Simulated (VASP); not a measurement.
A run of VASP 6.6.1:

Contents of INCAR:

```
  PREC = Accurate
  ENCUT = 520
  EDIFF = 1E-6
  ISMEAR = 0
  SIGMA = 0.02
  LREAL = Auto
  LASPH = True
  NELM = 80
  ALGO = Normal
  ISIF = 2
  LWAVE = False
  LCHARG = False
  GGA = PE
  NBANDS = 86
```

File KPOINTS:

```
Automatic mesh
0
Gamma
  2 2 2
  0.5 0.5 0.5
```

POSCAR

```
SiC
1.0
   -4.3797259409     -4.3797259409      4.3797259409
    4.3797259409      4.3797259409      4.3797259409
   -4.3797259409      4.3797259409     -4.3797259409
Si C
16 16
Direct
    0.0000000000      0.2500000000      0.0000000000
    0.2500000000      0.2500000000      0.7500000000
    0.0000000000      0.5000000000      0.7500000000
    0.5000000000      0.2500000000      0.5000000000
    0.2500000000      0.5000000000      0.5000000000
    0.0000000000      0.7500000000      0.5000000000
    0.7500000000      0.2500000000      0.2500000000
    0.5000000000      0.5000000000      0.2500000000
    0.2500000000      0.7500000000      0.2500000000
    0.0000000000      0.0000000000      0.2500000000
    0.7500000000      0.5000000000      0.0000000000
    0.5000000000      0.7500000000      0.0000000000
    0.2500000000      0.0000000000      0.0000000000
    0.7500000000      0.7500000000      0.7500000000
    0.5000000000      0.0000000000      0.7500000000
    0.7500000000      0.0000000000      0.5000000000
    0.2500000000      0.5000000000      0.2500000000
    0.5000000000      0.5000000000      0.0000000000
    0.2500000000      0.7500000000      0.0000000000
    0.7500000000      0.5000000000      0.7500000000
    0.5000000000      0.7500000000      0.7500000000
    0.2500000000      0.0000000000      0.7500000000
    0.0000000000      0.5000000000      0.5000000000
    0.7500000000      0.7500000000      0.5000000000
    0.5000000000      0.0000000000      0.5000000000
    0.2500000000      0.2500000000      0.5000000000
    0.0000000000      0.7500000000      0.2500000000
    0.7500000000      0.0000000000      0.2500000000
    0.5000000000      0.2500000000      0.2500000000
    0.0000000000      0.0000000000      0.0000000000
    0.7500000000      0.2500000000      0.0000000000
    0.0000000000      0.2500000000      0.7500000000
```

Potentials or basis: VASP PAW PBE potentials, release 64 (Si, C).

Launch:

```console
$ cat potpaw_PBE.64/Si/POTCAR potpaw_PBE.64/C/POTCAR > POTCAR
$ mpirun -np 1 vasp_std > vasp.out
```

Hardware: 1 thread of Intel(R) Xeon(R) Platinum 8259CL CPU @ 2.50GHz (Skylake/Cascade Lake) (shared host).

**Question.** How long does it take, and how much memory?

**Answer.** Run time: 95 s on 1 thread of Intel(R) Xeon(R) Platinum 8259CL CPU @ 2.50GHz (Skylake/Cascade Lake), with other jobs on the host, peak memory 0.4 GiB. Counts: scf iterations 15, k points 2.
